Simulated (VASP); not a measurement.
# Os (Fm-3m) in VASP: further runs, part 2 of 2

VASP 6.6.1.

### Step 3. Relaxation of cell and atoms, PBEsol

This run uses another cell than the first one, of 14.72 Å³/atom.

INCAR

```
SYSTEM = Os
PREC = Accurate ; ENCUT = 600
EDIFF = 1E-7 ; ISMEAR = -1
SIGMA = 0.05 ; LREAL = .False.
LASPH = .True. ; NELM = 120
ALGO = Normal ; ISIF = 3
LWAVE = .False. ; LCHARG = .False.
GGA = PS ; IBRION = 2
NSW = 80 ; EDIFFG = -0.02
GGA_COMPAT = .False. ; NELMIN = 4
```

KPOINTS

```
regular mesh
0
Gamma
  11 11 11
  0 0 0
```

POSCAR

```
Os
1.0
    0.0000000000      1.9450000000      1.9450000000
    1.9450000000      0.0000000000      1.9450000000
    1.9450000000      1.9450000000      0.0000000000
Os
1
Direct
    0.0000000000      0.0000000000      0.0000000000
```

Potentials or basis: VASP PAW PBE potentials, release 64 (Os).

Launch:

```sh
$ cat potpaw_PBE.64/Os/POTCAR > POTCAR
$ mpirun -np 1 vasp_std > vasp.out
```

OUTCAR:

```text
SYSTEM = Os
   PREC = Accurate
   ENCUT = 600
   EDIFF = 1E-7
   ISMEAR = -1
   LREAL = .False.
   LASPH = .True.
   NELM = 120
   ISIF = 3
   GGA = PS
   IBRION = 2
   NSW = 80
   EDIFFG = -0.02
   NELMIN = 4

 ion  position               nearest neighbor table
   1  0.000  0.000  0.000-

  LATTYP: Found a face centered cubic cell.
 ALAT       =     3.8900000000

  Lattice vectors:

 A1 = (   0.0000000000,   1.9450000000,   1.9450000000)
 A2 = (   1.9450000000,   0.0000000000,   1.9450000000)
 A3 = (   1.9450000000,   1.9450000000,   0.0000000000)

Analysis of symmetry for initial positions (statically):
=====================================================================
 Subroutine PRICEL returns:
 Original cell was already a primitive cell.

 Routine SETGRP: Setting up the symmetry group for a
 face centered cubic supercell.

 Subroutine GETGRP returns: Found 48 space group operations
 (whereof 48 operations were pure point group operations)
 out of a pool of 48 trial point group operations.

The static configuration has the point symmetry O_h .

Analysis of symmetry for dynamics (positions and initial velocities):
=====================================================================
 Subroutine PRICEL returns:
 Original cell was already a primitive cell.

 Routine SETGRP: Setting up the symmetry group for a
 face centered cubic supercell.

 Subroutine GETGRP returns: Found 48 space group operations
 (whereof 48 operations were pure point group operations)
 out of a pool of 48 trial point group operations.

The dynamic configuration has the point symmetry O_h .

 Subroutine INISYM returns: Found 48 space group operations
 (whereof 48 operations are pure point group operations),
 and found     1 'primitive' translations

----------------------------------------------------------------------------------------

                                     Primitive cell

  volume of cell :      14.7160

  direct lattice vectors                    reciprocal lattice vectors
     0.000000000  1.945000000  1.945000000    -0.257069409  0.257069409  0.257069409
     1.945000000  0.000000000  1.945000000     0.257069409 -0.257069409  0.257069409
     1.945000000  1.945000000  0.000000000     0.257069409  0.257069409 -0.257069409

  length of vectors
     2.750645379  2.750645379  2.750645379     0.445257277  0.445257277  0.445257277

  position of ions in fractional coordinates (direct lattice)
     0.000000000  0.000000000  0.000000000

  ion indices of the primitive-cell ions
   primitive index   ion index
                 1           1

----------------------------------------------------------------------------------------

 KPOINTS: regular mesh

Automatic generation of k-mesh.
 Grid dimensions read from file:
 generate k-points for:   11   11   11

 Generating k-lattice:

  Cartesian coordinates                     Fractional coordinates (reciprocal lattice)
    -0.023369946  0.023369946  0.023369946     0.090909091  0.000000000  0.000000000
     0.023369946 -0.023369946  0.023369946     0.000000000  0.090909091  0.000000000
     0.023369946  0.023369946 -0.023369946     0.000000000  0.000000000  0.090909091

  Length of vectors
     0.040477934  0.040477934  0.040477934

  Shift w.r.t. Gamma in fractional coordinates (k-lattice)
     0.000000000  0.000000000  0.000000000

 Subroutine IBZKPT returns following result:
 ===========================================

 Found     56 irreducible k-points:

 Following reciprocal coordinates:
            Coordinates               Weight
  0.000000  0.000000  0.000000      1.000000
  0.090909  0.000000  0.000000      8.000000
  0.181818  0.000000  0.000000      8.000000
  0.272727  0.000000  0.000000      8.000000
  0.363636  0.000000  0.000000      8.000000
  0.454545  0.000000  0.000000      8.000000
[... 16 lines left out ...]
 -0.272727  0.181818  0.000000     24.000000
 -0.181818  0.181818  0.000000     12.000000
 [... further k-points ...]
   k-points           NKPTS =     56   k-points in BZ     NKDIM =     56   number of bands    NBANDS=      8
   number of dos      NEDOS =    301   number of ions     NIONS =      1
   total plane-waves  NPLWV =  13824
   dimension x,y,z NGX =    24 NGY =   24 NGZ =   24
   dimension x,y,z NGXF=    48 NGYF=   48 NGZF=   48
   ions per type =               1
   NGX,Y,Z   is equivalent  to a cutoff of  14.51, 14.51, 14.51 a.u.
   NGXF,Y,Z  is equivalent  to a cutoff of  29.01, 29.01, 29.01 a.u.
 SYSTEM =  Os
   PREC   = accura    normal or accurate (medium, high low for compatibility)
   ISTART =      0    job   : 0-new  1-cont  2-samecut
   ICHARG =      2    charge: 1-file 2-atom 10-const
   ISPIN  =      1    spin polarized calculation?
   LNONCOLLINEAR =      F non collinear calculations
   LSORBIT =      F    spin-orbit coupling
   LASPH  =      T    aspherical Exc in radial PAW
   ENCUT  =  600.0 eV  44.10 Ry    6.64 a.u.   5.49  5.49  5.49*2*pi/ulx,y,z
   NELM   =    120;   NELMIN=  4; NELMDL= -5     # of ELM steps
   EDIFF  = 0.1E-06   stopping-criterion for ELM
   LREAL  =      F    real-space projection
   EDIFFG = -.2E-01   stopping-criterion for IOM
   NSW    =     80    number of steps for IOM
   IBRION =      2    ionic relax: 0-MD 1-quasi-New 2-CG
   NFREE  =      1    steps in history (QN), initial steepest desc. (CG)
   ISIF   =      3    stress and relaxation
   ISYM   =      2    0-nonsym 1-usesym 2-fastsym
   POTIM  = 0.5000    time-step for ionic-motion
   TEBEG  =    0.0;   TEEND  =   0.0 temperature during run
   PSTRESS=    0.0 pullay stress
   NELECT =       8.0000    total number of electrons
   NUPDOWN=      -1.0000    fix difference up-down
   EMIN   =  10.00;   EMAX   =-10.00  energy-range for DOS
   EFERMI =   0.00;   METHOD = LEGACY
   ISMEAR =    -1;   SIGMA  =   0.05  broadening in eV -4-tet -1-fermi 0-gaus
   EFERMI_NEDOS =   21; number of points for ismear=-14 and -15
   IALGO  =     38    algorithm
   IMIX   =      4    mixing-type and parameters
     AMIX     =   0.40;   BMIX     =  1.00
     AMIX_MAG =   1.60;   BMIX_MAG =  1.00
  volume/ion in A,a.u.               =      14.72        99.31
  Fermi-wavevector in a.u.,A,eV,Ry     =   1.336109  2.524880 24.288947  1.785187
  Thomas-Fermi vector in A             =   2.464761
   LORBIT       =      0    0 simple, 1 ext, 2 COOP (PROOUT), +10 PAW based schemes
   GGA     = PS    functional components
   LHFCALC =     F    Hartree Fock is set to
   AEXX    =    0.0000 exact exchange contribution
   IVDW    =     0    specifies the selected vdW correction
   LEPSILON=     F    determine dielectric tensor
   LRPA    =     F    only Hartree local field effects (RPA)
 conjugate gradient relaxation of ions
 non-spin polarized calculation
  energy-cutoff  :      600.00
  volume of cell :       14.72
 maximum number of plane-waves:       531
 NGX is ok and might be reduce to    24
   NGX = 11   NGY = 11   NGZ = 11

--------------------------------------- Ionic step        1  -------------------------------------------

 number of electron       8.0000000 magnetization

 Free energy of the ion-electron system (eV)
  ---------------------------------------------------
  ext. energy  EPLUGINS =         0.00000000
  ---------------------------------------------------
  free energy    TOTEN  =       -12.05255418 eV

  energy without entropy =      -12.04441679  energy(sigma->0) =      -12.04848548

------------------------ aborting loop because EDIFF is reached ----------------------------------------

  FORCE on cell =-STRESS in cart. coord.  units (eV):
  Direction    XX          YY          ZZ          XY          YZ          ZX
  --------------------------------------------------------------------------------------
  -------------------------------------------------------------------------------------
  Total       -1.8288728     -1.8288728     -1.8288728      0.0000000      0.0000000     -0.0000000
  in kB     -199.1155898   -199.1155898   -199.1155898      0.0000000      0.0000000     -0.0000000
  external PRESSURE =    -199.1155898 kB  Pullay stress =       0.0000000 kB
[... 20 lines left out ...]
  energy  without entropy=      -12.0444167851  energy(sigma->0) =      -12.04848548

--------------------------------------- Ionic step        2  -------------------------------------------

 number of electron       8.0000000 magnetization

 E-fermi :  12.8033     XC(G=0): -15.4719

 val. band max:       12.7621653076   @ k =   0.1818   0.0000   0.0000
 cond. band min:      12.8741217998   @ k =  -0.3636   0.4545   0.1818
 fundamental gap:      0.1119564922
 Fermi energy:        12.8032968094

 k-point     1 :       0.0000    0.0000    0.0000
  band No.  band energies     occupation
      1       0.0099      2.00000
      2       8.7735      2.00000
      3       8.7735      2.00000
      4       8.7735      2.00000
      5      13.1088      0.00443
      6      13.1088      0.00443
      7      26.9147      0.00000
      8      34.1712      0.00000
[... 355 lines left out ...]
  energy  without entropy=      -12.0939248256  energy(sigma->0) =      -12.09761333

--------------------------------------- Ionic step        5  -------------------------------------------

 number of electron       8.0000000 magnetization

 Free energy of the ion-electron system (eV)
  ---------------------------------------------------
  ext. energy  EPLUGINS =         0.00000000
  ---------------------------------------------------
  free energy    TOTEN  =       -12.10135299 eV

  energy without entropy =      -12.09399970  energy(sigma->0) =      -12.09767635

 E-fermi :   9.0787     XC(G=0): -14.1606

 val. band max:        9.0648446813   @ k =   0.1818   0.0000   0.0000
 cond. band min:       9.1358381928   @ k =   0.0909   0.0000   0.0000
 fundamental gap:      0.0709935115
 Fermi energy:         9.0786839032

 k-point     1 :       0.0000    0.0000    0.0000
  band No.  band energies     occupation
      1      -1.6812      2.00000
      2       6.1849      2.00000
      3       6.1849      2.00000
      4       6.1849      2.00000
      5       9.2539      0.05833
      6       9.2539      0.05833
      7      23.4867      0.00000
      8      29.2823      0.00000
[... 281 lines left out ...]
  FREE ENERGIE OF THE ION-ELECTRON SYSTEM (eV)
  ---------------------------------------------------
  free  energy   TOTEN  =       -12.1013529922 eV

  energy  without entropy=      -12.0939997039  energy(sigma->0) =      -12.09767635

 reached required accuracy - stopping structural energy minimisation
```

CONTCAR:

```text
Os
   1.00000000000000
     0.0000000000000000    1.9116001787474128    1.9116001787474128
     1.9116001787474128    0.0000000000000000    1.9116001787474128
     1.9116001787474128    1.9116001787474128   -0.0000000000000000
  Os
     1
Direct
     0.0000000000000000    0.0000000000000000    0.0000000000000000

  0.00000000E+00  0.00000000E+00  0.00000000E+00
```

Wall time 28 s (1 thread of AMD EPYC 7R13 (Zen 3), shared host); peak memory 0.12 GiB.

Results:

```
Free energy                           : -12.1014 eV
Relaxed volume                        : 13.97 Å³/atom
Relaxed cell                          : a = 2.703 Å, b = 2.703 Å, c = 2.703 Å, α = 60.00°, β = 60.00°, γ = 60.00°
Space group after relaxing (to 0.1 Å) : Fm-3m (No. 225)
Pressure after relaxing               : 0.0 GPa
Band gap on the k mesh                : zero (bands 4 and 5 overlap by 4.00 eV)
```

Final structure:
```yaml
crystal:
  lattice:
    - [0.00000, 1.91160, 1.91160]
    - [1.91160, 0.00000, 1.91160]
    - [1.91160, 1.91160, 0.00000]
  atoms:
    - { symbol: Os, position: [0.00000, 0.00000, 0.00000] }
```

Levels at points of the mesh, in eV from the Fermi level:
| k point | band 1 | band 2 | band 3 | band 4 | band 5 | band 6 | band 7 | band 8 |
| --- | --- | --- | --- | --- | --- | --- | --- | --- |
| (0.00, 0.00, 0.00) | -10.76 | -2.89 | -2.89 | -2.89 | 0.18 | 0.18 | 14.41 | 20.20 |

Caveat: the PAW data sets were made with another functional, which shifts forces and pressure a little; spin-orbit coupling is left out, which moves the levels of the heavy elements.
